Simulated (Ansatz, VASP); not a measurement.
# One calculation of PbO, two programs

```
CELL_PARAMETERS angstrom
4.08840 0.02134 -0.03637
0.02134 4.04485 -0.00060
-0.04567 -0.00076 4.82195
ATOMIC_POSITIONS crystal
Pb 0.99517 0.50627 0.23941
Pb 0.49966 0.99892 0.75881
O 0.00399 0.00628 0.99752
O 0.50138 0.50157 0.00278
```

Alike in both runs: task single point; functional PBE; k mesh 4 × 4 × 4; no spin polarisation.

|  | VASP | Ansatz |
| --- | --- | --- |
| version | VASP 6.6.1 | Ansatz 0.2.0 |
| potentials or method | VASP PAW PBE potentials, release 64 (Pb_d, O), cutoff 520 eV | plane waves, PAW |
| occupations | gaussian, width 0.01 eV | fixed |
| valence electrons in the cell | 40 | 40 |

```csv
,VASP,Ansatz,Ansatz less VASP
pressure (GPa),2.5,2.5,-0.08
"traceless stress, the component that is largest in VASP (GPa)",0.87,0.86,-0.016
rms of the force components (eV/Å),0.122,0.109,-0.0126
```

Atom by atom the forces differ by 0.017 eV/Å (rms over components). Ansatz's warnings: stress scf threshold loose.

Neither program's run includes spin-orbit coupling.
